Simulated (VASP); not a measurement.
# V (Pm-3m) in VASP: single point with PBE

Aim: the single point of V with PBE.

Everything below comes from runs of VASP 6.6.1. Logs are shortened: lines on timing, memory, paths and dates and some standing lists are left out, and cuts for length are marked.

### Step 1. The cell of the first run

It takes space group Pm-3m (No. 221, cubic). Conventional cell: a = 2.402 Å, b = 2.402 Å, c = 2.402 Å, α = 90.00°, β = 90.00°, γ = 90.00°. Within 3.2 Å of V (site symmetry m-3m) lie 6 V at 2.40 Å.

### Step 2. Single point, PBE

INCAR reads:

```
PREC = Accurate ; ENCUT = 520
EDIFF = 1E-7 ; ISMEAR = 0
SIGMA = 0.15 ; LREAL = F
LASPH = T ; NELM = 100
ALGO = Normal ; ISIF = 2
LWAVE = F ; LCHARG = F
GGA = PE ; NBANDS = 12
```

KPOINTS reads:

```
Automatic mesh
0
Gamma
  24 24 24
```

POSCAR reads:

```
V
1.0
   -0.8005792639      1.6011585278      1.6011585278
    1.6011585278     -0.8005792639      1.6011585278
    1.6011585278      1.6011585278     -0.8005792639
V
1
Direct
    0.0000000000      0.0000000000      0.0000000000
```

Potentials or basis: VASP PAW PBE potentials, release 64 (V_sv).

The run is started by

```
cat potpaw_PBE.64/V_sv/POTCAR > POTCAR
mpirun -np 1 vasp_std > vasp.out
```

OUTCAR:

```text
PREC = Accurate
   ENCUT = 520
   EDIFF = 1E-7
   ISMEAR = 0
   LREAL = F
   LASPH = T
   NELM = 100
   ISIF = 2
   GGA = PE

 ion  position               nearest neighbor table
   1  0.000  0.000  0.000-

  LATTYP: Found a simple cubic cell.
 ALAT       =     2.4017377917

  Lattice vectors:

 A1 = (  -0.8005792639,   1.6011585278,   1.6011585278)
 A2 = (   1.6011585278,  -0.8005792639,   1.6011585278)
 A3 = (   1.6011585278,   1.6011585278,  -0.8005792639)

Analysis of symmetry for initial positions (statically):
=====================================================================
 Subroutine PRICEL returns:
 Original cell was already a primitive cell.

 Routine SETGRP: Setting up the symmetry group for a
 simple cubic supercell.

 Subroutine GETGRP returns: Found 48 space group operations
 (whereof 48 operations were pure point group operations)
 out of a pool of 48 trial point group operations.

The static configuration has the point symmetry O_h .

Analysis of symmetry for dynamics (positions and initial velocities):
=====================================================================
 Subroutine PRICEL returns:
 Original cell was already a primitive cell.

 Routine SETGRP: Setting up the symmetry group for a
 simple cubic supercell.

 Subroutine GETGRP returns: Found 48 space group operations
 (whereof 48 operations were pure point group operations)
 out of a pool of 48 trial point group operations.

The dynamic configuration has the point symmetry O_h .

 Subroutine INISYM returns: Found 48 space group operations
 (whereof 48 operations are pure point group operations),
 and found     1 'primitive' translations

----------------------------------------------------------------------------------------

                                     Primitive cell

  volume of cell :      13.8541

  direct lattice vectors                    reciprocal lattice vectors
    -0.800579264  1.601158528  1.601158528    -0.138788395  0.277576790  0.277576790
     1.601158528 -0.800579264  1.601158528     0.277576790 -0.138788395  0.277576790
     1.601158528  1.601158528 -0.800579264     0.277576790  0.277576790 -0.138788395

  length of vectors
     2.401737792  2.401737792  2.401737792     0.416365185  0.416365185  0.416365185

  position of ions in fractional coordinates (direct lattice)
     0.000000000  0.000000000  0.000000000

  ion indices of the primitive-cell ions
   primitive index   ion index
                 1           1

----------------------------------------------------------------------------------------

 KPOINTS: Automatic mesh

Automatic generation of k-mesh.
 Grid dimensions read from file:
 generate k-points for:   24   24   24

 Generating k-lattice:

  Cartesian coordinates                     Fractional coordinates (reciprocal lattice)
    -0.005782850  0.011565700  0.011565700     0.041666667  0.000000000  0.000000000
     0.011565700 -0.005782850  0.011565700     0.000000000  0.041666667  0.000000000
     0.011565700  0.011565700 -0.005782850     0.000000000  0.000000000  0.041666667

  Length of vectors
     0.017348549  0.017348549  0.017348549

  Shift w.r.t. Gamma in fractional coordinates (k-lattice)
     0.000000000  0.000000000  0.000000000

 Subroutine IBZKPT returns following result:
 ===========================================

 Found    455 irreducible k-points:

 Following reciprocal coordinates:
            Coordinates               Weight
  0.000000  0.000000  0.000000      1.000000
  0.041667  0.000000  0.000000      6.000000
  0.083333  0.000000  0.000000      6.000000
  0.125000  0.000000  0.000000      6.000000
  0.166667  0.000000  0.000000      6.000000
  0.208333  0.000000  0.000000      6.000000
[... 16 lines left out ...]
  0.416667  0.041667  0.000000     24.000000
  0.458333  0.041667 -0.000000     24.000000
 [... further k-points ...]
   k-points           NKPTS =    455   k-points in BZ     NKDIM =    455   number of bands    NBANDS=     12
   number of dos      NEDOS =    301   number of ions     NIONS =      1
   total plane-waves  NPLWV =   5832
   dimension x,y,z NGX =    18 NGY =   18 NGZ =   18
   dimension x,y,z NGXF=    36 NGYF=   36 NGZF=   36
   ions per type =               1
   NGX,Y,Z   is equivalent  to a cutoff of  12.46, 12.46, 12.46 a.u.
   NGXF,Y,Z  is equivalent  to a cutoff of  24.92, 24.92, 24.92 a.u.
 SYSTEM =  unknown system
   PREC   = accura    normal or accurate (medium, high low for compatibility)
   ISTART =      0    job   : 0-new  1-cont  2-samecut
   ICHARG =      2    charge: 1-file 2-atom 10-const
   ISPIN  =      1    spin polarized calculation?
   LNONCOLLINEAR =      F non collinear calculations
   LSORBIT =      F    spin-orbit coupling
   LASPH  =      T    aspherical Exc in radial PAW
   ENCUT  =  520.0 eV  38.22 Ry    6.18 a.u.   4.47  4.47  4.47*2*pi/ulx,y,z
   NELM   =    100;   NELMIN=  2; NELMDL= -5     # of ELM steps
   EDIFF  = 0.1E-06   stopping-criterion for ELM
   LREAL  =      F    real-space projection
   EDIFFG = 0.1E-05   stopping-criterion for IOM
   NSW    =      0    number of steps for IOM
   IBRION =     -1    ionic relax: 0-MD 1-quasi-New 2-CG
   NFREE  =      0    steps in history (QN), initial steepest desc. (CG)
   ISIF   =      2    stress and relaxation
   ISYM   =      2    0-nonsym 1-usesym 2-fastsym
   POTIM  = 0.5000    time-step for ionic-motion
   TEBEG  =    0.0;   TEEND  =   0.0 temperature during run
   PSTRESS=    0.0 pullay stress
   NELECT =      13.0000    total number of electrons
   NUPDOWN=      -1.0000    fix difference up-down
   EMIN   =  10.00;   EMAX   =-10.00  energy-range for DOS
   EFERMI =   0.00;   METHOD = LEGACY
   ISMEAR =     0;   SIGMA  =   0.15  broadening in eV -4-tet -1-fermi 0-gaus
   EFERMI_NEDOS =   21; number of points for ismear=-14 and -15
   IALGO  =     38    algorithm
   IMIX   =      4    mixing-type and parameters
     AMIX     =   0.40;   BMIX     =  1.00
     AMIX_MAG =   1.60;   BMIX_MAG =  1.00
  volume/ion in A,a.u.               =      13.85        93.49
  Fermi-wavevector in a.u.,A,eV,Ry     =   1.602742  3.028744 34.950411  2.568783
  Thomas-Fermi vector in A             =   2.699515
   LORBIT       =      0    0 simple, 1 ext, 2 COOP (PROOUT), +10 PAW based schemes
   GGA     = PE    functional components
   LHFCALC =     F    Hartree Fock is set to
   AEXX    =    0.0000 exact exchange contribution
   IVDW    =     0    specifies the selected vdW correction
   LEPSILON=     F    determine dielectric tensor
   LRPA    =     F    only Hartree local field effects (RPA)
 non-spin polarized calculation
 Gauss-broadening in eV      SIGMA  =   0.15
  energy-cutoff  :      520.00
  volume of cell :       13.85
 maximum number of plane-waves:       388
 NGX is ok and might be reduce to    18
   NGX =  9   NGY =  9   NGZ =  9

 number of electron      12.9999993 magnetization

 Free energy of the ion-electron system (eV)
  ---------------------------------------------------
  ext. energy  EPLUGINS =         0.00000000
  ---------------------------------------------------
  free energy    TOTEN  =        -8.12810443 eV

  energy without entropy =       -8.11176041  energy(sigma->0) =       -8.11993242

 E-fermi :   9.5481     XC(G=0): -12.6330

 val. band max:        9.5449011200   @ k =   0.4583   0.2917   0.2500
 cond. band min:       9.5539963196   @ k =   0.2917   0.2083   0.1667
 fundamental gap:      0.0090951996
 Fermi energy:         9.5481034179

 k-point     1 :       0.0000    0.0000    0.0000
  band No.  band energies     occupation
      1     -54.3061      2.00000
      2     -27.4486      2.00000
      3     -27.4486      2.00000
      4     -27.4486      2.00000
      5       3.0519      2.00000
      6       7.2298      2.00000
      7       7.2298      2.00000
      8      13.3030      0.00000
      9      13.3030      0.00000
     10      13.3030      0.00000
     11      28.5253      0.00000
     12      28.5253      0.00000

 k-point     2 :       0.0417    0.0000    0.0000
  band No.  band energies     occupation
      1     -54.3027      2.00000
      2     -27.4709      2.00000
      3     -27.4468      2.00000
      4     -27.4468      2.00000
      5       3.1066      2.00000
      6       7.2427      2.00000
      7       7.2727      2.00000
      8      13.2588      0.00000
      9      13.2588      0.00000
     10      13.3063      0.00000
     11      28.0306      0.00000
     12      28.6110      0.00000

 k-point     3 :       0.0833    0.0000    0.0000
  band No.  band energies     occupation
      1     -54.2927      2.00000
      2     -27.5359      2.00000
      3     -27.4412      2.00000
      4     -27.4412      2.00000
      5       3.2681      2.00000
      6       7.2809      2.00000
      7       7.3996      2.00000
      8      13.1312      0.00000
      9      13.1312      0.00000
     10      13.3160      0.00000
     11      26.8989      0.00000
     12      28.8630      0.00000
[... 286 lines left out ...]
 k-point    23 :       0.4167    0.0417    0.0000
  band No.  band energies     occupation
      1     -54.1133      2.00000
      2     -28.6053      2.00000
      3     -27.3649      2.00000
      4     -27.3423      2.00000
      5       6.8516      2.00000
      6       8.0344      2.00000
      7       9.3305      1.95980
      8      11.2725      0.00000
      9      11.3679      0.00000
     10      13.4496      0.00000
     11      18.3118      0.00000
     12      29.4482      0.00000

 k-point    24 :       0.4583    0.0417   -0.0000
  band No.  band energies     occupation
      1     -54.1029      2.00000
      2     -28.6643      2.00000
      3     -27.3592      2.00000
      4     -27.3366      2.00000
      5       7.1995      2.00000
      6       8.0804      2.00000
      7       9.2878      1.98589
      8      11.1798      0.00000
      9      11.3227      0.00000
     10      13.4599      0.00000
     11      17.9811      0.00000
     12      29.2774      0.00000

 [... further k-points ...]

------------------------ aborting loop because EDIFF is reached ----------------------------------------

  FORCE on cell =-STRESS in cart. coord.  units (eV):
  Direction    XX          YY          ZZ          XY          YZ          ZX
  --------------------------------------------------------------------------------------
  -------------------------------------------------------------------------------------
  Total        0.7975481      0.7975481      0.7975481     -0.0000000     -0.0000000     -0.0000000
  in kB       92.2339220     92.2339220     92.2339220     -0.0000000     -0.0000000     -0.0000000
  external PRESSURE =      92.2339220 kB  Pullay stress =       0.0000000 kB

 VOLUME and BASIS-vectors are now :
 -----------------------------------------------------------------------------
  energy-cutoff  :      520.00
  volume of cell :       13.85
      direct lattice vectors                 reciprocal lattice vectors
    -0.800579264  1.601158528  1.601158528    -0.138788395  0.277576790  0.277576790
     1.601158528 -0.800579264  1.601158528     0.277576790 -0.138788395  0.277576790
     1.601158528  1.601158528 -0.800579264     0.277576790  0.277576790 -0.138788395

 POSITION                                       TOTAL-FORCE (eV/Angst)
 -----------------------------------------------------------------------------------
      0.00000      0.00000      0.00000         0.000000      0.000000      0.000000
 -----------------------------------------------------------------------------------
    total drift:                                0.000000      0.000000      0.000000

  FREE ENERGIE OF THE ION-ELECTRON SYSTEM (eV)
  ---------------------------------------------------
  free  energy   TOTEN  =        -8.1281044315 eV

  energy  without entropy=       -8.1117604144  energy(sigma->0) =       -8.11993242
```

Run time: 32 s. Hardware: 1 thread of Intel Xeon 6975P-C, shared host; peak memory 0.18 GiB.

What came out:

| Property | Result |
| --- | --- |
| Free energy | -8.1281 eV |
| Pressure | 9.2 GPa |
